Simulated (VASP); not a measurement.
# Ca2Sn2N (P6_3/mmc) in VASP: notebook, part 2 of 2

VASP 6.6.1. Earlier steps stand in the parts before.

**4. Relaxation of cell and atoms, PBE**

This run uses another cell than the first one, of 21.77 Å³/atom, 0.911 times its volume.

INCAR

```
PREC = Accurate ; ENCUT = 600
EDIFF = 1E-6 ; ISMEAR = 0
SIGMA = 0.2 ; LREAL = F
LASPH = T ; NELM = 100
ALGO = Normal ; ISIF = 3
LWAVE = F ; LCHARG = F
GGA = PE ; IBRION = 2
NSW = 36 ; EDIFFG = -0.08
```

KPOINTS

```
regular mesh
0
Gamma
  5 5 1
```

POSCAR

```
Ca2Sn2N
1.0
    3.6000000000      0.0000000000      0.0000000000
   -1.8000000000      3.1176914500      0.0000000000
    0.0000000000      0.0000000000     19.4000000000
Ca Sn N
4 4 2
Direct
    0.6666666700      0.3333333300      0.9350000000
    0.3333333300      0.6666666700      0.0650000000
    0.6666666700      0.3333333300      0.5650000000
    0.3333333300      0.6666666700      0.4350000000
    0.3333333300      0.6666666700      0.6800000000
    0.3333333300      0.6666666700      0.8200000000
    0.6666666700      0.3333333300      0.1800000000
    0.6666666700      0.3333333300      0.3200000000
    0.0000000000      0.0000000000      0.0000000000
    0.0000000000      0.0000000000      0.5000000000
```

Potentials or basis: VASP PAW PBE potentials, release 64 (Ca_sv, Sn_d, N).

Command:

```console
> cat potpaw_PBE.64/Ca_sv/POTCAR potpaw_PBE.64/Sn_d/POTCAR potpaw_PBE.64/N/POTCAR > POTCAR
> mpirun -np 1 vasp_std > vasp.out
```

OUTCAR:

```text
PREC = Accurate
   ENCUT = 600
   EDIFF = 1E-6
   ISMEAR = 0
   LREAL = F
   LASPH = T
   NELM = 100
   ISIF = 3
   GGA = PE
   IBRION = 2
   NSW = 36
   EDIFFG = -0.08

 ion  position               nearest neighbor table
   1  0.667  0.333  0.935-   9 2.43   9 2.43   9 2.43   6 3.05   6 3.05   6 3.05
   2  0.333  0.667  0.065-   9 2.43   9 2.43   9 2.43   7 3.05   7 3.05   7 3.05
   3  0.667  0.333  0.565-  10 2.43  10 2.43  10 2.43   5 3.05   5 3.05   5 3.05
   4  0.333  0.667  0.435-  10 2.43  10 2.43  10 2.43   8 3.05   8 3.05   8 3.05
   5  0.333  0.667  0.680-   6 2.72   3 3.05   3 3.05   3 3.05
   6  0.333  0.667  0.820-   5 2.72   1 3.05   1 3.05   1 3.05
   7  0.667  0.333  0.180-   8 2.72   2 3.05   2 3.05   2 3.05
   8  0.667  0.333  0.320-   7 2.72   4 3.05   4 3.05   4 3.05
   9  0.000  0.000  0.000-   1 2.43   2 2.43   2 2.43   1 2.43   1 2.43   2 2.43
  10  0.000  0.000  0.500-   3 2.43   4 2.43   4 2.43   3 2.43   3 2.43   4 2.43

  LATTYP: Found a hexagonal cell.
[... 189 lines left out ...]
 fundamental gap:      0.2807223403
 Fermi energy:         5.4085831707

 k-point     1 :       0.0000    0.0000    0.0000
  band No.  band energies     occupation
      1     -33.4993      2.00000
      2     -33.4993      2.00000
      3     -33.4297      2.00000
      4     -33.4297      2.00000
      5     -16.0555      2.00000
      6     -16.0555      2.00000
[... 582 lines left out ...]
--------------------------------------- Ionic step        7  -------------------------------------------

 number of electron     106.0000016 magnetization

 Free energy of the ion-electron system (eV)
  ---------------------------------------------------
  ext. energy  EPLUGINS =         0.00000000
  ---------------------------------------------------
  free energy    TOTEN  =       -45.65517323 eV

  energy without entropy =      -45.61531836  energy(sigma->0) =      -45.63524580

 E-fermi :   5.1617     XC(G=0):  -9.6417

 val. band max:        5.0631235674   @ k =   0.0000   0.0000   0.0000
 cond. band min:       5.2730568559   @ k =   0.2000   0.2000   0.0000
 fundamental gap:      0.2099332884
 Fermi energy:         5.1616766250

 k-point     1 :       0.0000    0.0000    0.0000
  band No.  band energies     occupation
      1     -34.6502      2.00000
      2     -34.6502      2.00000
      3     -34.5740      2.00000
      4     -34.5740      2.00000
      5     -16.4675      2.00000
      6     -16.4664      2.00000
[... 356 lines left out ...]
  FREE ENERGIE OF THE ION-ELECTRON SYSTEM (eV)
  ---------------------------------------------------
  free  energy   TOTEN  =       -45.6551732337 eV

  energy  without entropy=      -45.6153183645  energy(sigma->0) =      -45.63524580

 reached required accuracy - stopping structural energy minimisation
```

CONTCAR:

```text
Ca2Sn2N
   1.00000000000000
     3.5506431109637560   -0.0000000000000000   -0.0000000000000000
    -1.7753215554818780    3.0749471303958433   -0.0000000000000000
     0.0000000000000000    0.0000000000000000   21.9677060132154160
  Ca              Sn              N
     4     4     2
Direct
     0.6666666699999979    0.3333333300000021    0.9427492991104384
     0.3333333300000021    0.6666666699999979    0.0572507008895618
     0.6666666699999979    0.3333333300000021    0.5572507008895616
     0.3333333300000021    0.6666666699999979    0.4427492991104381
     0.3333333300000021    0.6666666699999979    0.6853652688828723
     0.3333333300000021    0.6666666699999979    0.8146347311171277
     0.6666666699999979    0.3333333300000021    0.1853652688828723
     0.6666666699999979    0.3333333300000021    0.3146347311171277
     0.0000000000000000    0.0000000000000000    0.0000000000000000
     0.0000000000000000    0.0000000000000000    0.5000000000000000

  0.00000000E+00  0.00000000E+00  0.00000000E+00
  0.00000000E+00  0.00000000E+00  0.00000000E+00
  0.00000000E+00  0.00000000E+00  0.00000000E+00
  0.00000000E+00  0.00000000E+00  0.00000000E+00
  0.00000000E+00  0.00000000E+00  0.00000000E+00
  0.00000000E+00  0.00000000E+00  0.00000000E+00
  0.00000000E+00  0.00000000E+00  0.00000000E+00
  0.00000000E+00  0.00000000E+00  0.00000000E+00
  0.00000000E+00  0.00000000E+00  0.00000000E+00
  0.00000000E+00  0.00000000E+00  0.00000000E+00
```

It took 7.5 min on 1 thread of Intel Xeon 6975P-C (Granite Rapids), shared host; peak memory 0.42 GiB.

Results:

* Free energy: -45.6552 eV
* Relaxed volume: 23.98 Å³/atom
* Relaxed cell: a = 3.551 Å, b = 3.551 Å, c = 21.968 Å, α = 90.00°, β = 90.00°, γ = 120.00°
* Space group after relaxing (to 0.05 Å): P6_3/mmc (No. 194)
* Energy gained by relaxing: 196.2 meV/atom
* Ionic steps: 7
* Pressure after relaxing: -0.1 GPa
* Largest force after relaxing: 0.023 eV/Å
* Band gap on the k mesh: zero (band 53 reaches 7.61 eV, above the bottom of band 54 at 4.12 eV)

Forces in eV/Å, atoms in the order of the input:
```
Ca   0.000  0.000 -0.023
Ca   0.000  0.000  0.023
Ca   0.000  0.000  0.023
Ca   0.000  0.000 -0.023
Sn   0.000  0.000  0.020
Sn   0.000  0.000 -0.020
Sn   0.000  0.000  0.020
Sn   0.000  0.000 -0.020
N    0.000  0.000  0.000
N    0.000  0.000  0.000
```

Stress tensor (GPa, compression positive):
```
-0.05  0.00  0.00
 0.00 -0.05  0.00
 0.00  0.00 -0.16
```

The path:
```csv
step,energy change (eV),largest force (eV/Å),pressure (GPa),volume (Å³)
1,0.0000,1.9037,6.28,217.74
2,-1.6476,0.9705,-2.01,245.03
3,-1.6666,0.9009,-2.61,248.30
4,-1.9467,0.1827,0.24,238.58
5,-1.9467,0.1773,0.26,238.51
6,-1.9594,0.0881,0.06,239.27
7,-1.9624,0.0226,-0.09,239.84
```

Final structure:
```
CELL_PARAMETERS angstrom
3.55064 0.00000 0.00000
-1.77532 3.07495 0.00000
0.00000 0.00000 21.96771
ATOMIC_POSITIONS crystal
Ca 0.66667 0.33333 0.94275
Ca 0.33333 0.66667 0.05725
Ca 0.66667 0.33333 0.55725
Ca 0.33333 0.66667 0.44275
Sn 0.33333 0.66667 0.68537
Sn 0.33333 0.66667 0.81463
Sn 0.66667 0.33333 0.18537
Sn 0.66667 0.33333 0.31463
N 0.00000 0.00000 0.00000
N 0.00000 0.00000 0.50000
```

Caveat: the k points lie up to 0.41 Å⁻¹ apart in the final cell; spin-orbit coupling is left out, which moves the levels of the heavy elements; the relaxation stopped at a loose force limit of 0.08 eV/Å, so its end isn't a converged minimum.

**5. The runs side by side**

| task | cell | k mesh | cutoff (eV) | gap on the mesh (eV) | pressure (GPa) | largest force (eV/Å) |
| --- | --- | --- | --- | --- | --- | --- |
| single point | a = 3.548, b = 3.548, c = 21.916 Å, angles 90.0, 90.0, 120.0°, 10 atoms | 6 × 6 × 1 | 520 | none | 0.3 | 0.16 |
| single point | a = 3.545, b = 3.545, c = 21.841 Å, angles 90.0, 90.0, 120.0°, 10 atoms | 5 × 5 × 1 | 520 | none | 0.4 | 0.03 |
| relaxation of cell and atoms | relaxed from a = 3.600, b = 3.600, c = 19.400 Å, angles 90.0, 90.0, 120.0°, 10 atoms | 5 × 5 × 1 | 600 | none | -0.1 | 0.02 |

Alike in all rows: level PBE; potentials or basis VASP PAW PBE potentials, release 64 (Ca_sv, Sn_d, N); no spin polarisation; smearing gaussian 0.2 eV.

Caveats: some runs use coarse meshes; spin-orbit coupling is left out, which moves the levels of the heavy elements; the relaxation stopped at a loose force limit of 0.08 eV/Å, so its end isn't a converged minimum (some runs).

Total energies depend on the potentials used, so only differences within one code and one set of settings carry meaning.
